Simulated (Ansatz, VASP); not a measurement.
One calculation of C, two programs

The input INCAR:

```
SYSTEM = C
  PREC = Accurate
  ENCUT = 600
  EDIFF = 1E-6
  ISMEAR = -1
  SIGMA = 0.003
  LREAL = .False.
  LASPH = .True.
  NELM = 120
  ALGO = Normal
  ISIF = 2
  LWAVE = .False.
  LCHARG = .False.
  GGA = PE
  NBANDS = 11
  GGA_COMPAT = .False.
```

The input KPOINTS:

```
Automatic mesh
0
Gamma
  11 11 11
  0 0 0
```

POSCAR

```
C
1.0
    0.0000000000      1.7834200000      1.7834200000
    1.7834200000      0.0000000000      1.7834200000
    1.7834200000      1.7834200000      0.0000000000
C
2
Direct
    0.5000000000      0.5000000000      0.5000000000
    0.7500000000      0.7500000000      0.7500000000
```

Input for Ansatz:

```yaml
crystal:
  lattice:
    - [0.0, 1.78342, 1.78342]
    - [1.78342, 0.0, 1.78342]
    - [1.78342, 1.78342, 0.0]
  atoms:
    - { symbol: C, position: [0.5, 0.5, 0.5] }
    - { symbol: C, position: [0.75, 0.75, 0.75] }
hamiltonian:
  xc: pbe
  pseudopotentials: { kind: paw }
basis:
  ecutwfc: 420
kpoints:
  mp_grid: { grid: [11, 11, 11] }
scf:
  occupations: { method: fermi_dirac, width: 0.003 }
  lower_state_search: "off"
  algorithm: density_mixing
  max_iter: 60
  mixing: {}
output:
  forces: true
  stress: true
```

Alike in both runs: task single point; functional PBE; k mesh 11 × 11 × 11; occupations fermi-dirac, width 0.003 eV; no spin polarisation.

```csv
,VASP,Ansatz
version,VASP 6.6.1,Ansatz 0.2.0
potentials or method,"VASP PAW PBE potentials, release 64 (C), cutoff 600 eV","PAW, plane waves, scalar-relativistic"
valence electrons in the cell,8,8
```

|  | VASP | Ansatz | Ansatz less VASP |
| --- | --- | --- | --- |
| pressure (GPa) | 1.7 | 1.7 | 0.00 |

The functional is the same, so the differences come from potentials, cutoffs and numerics.
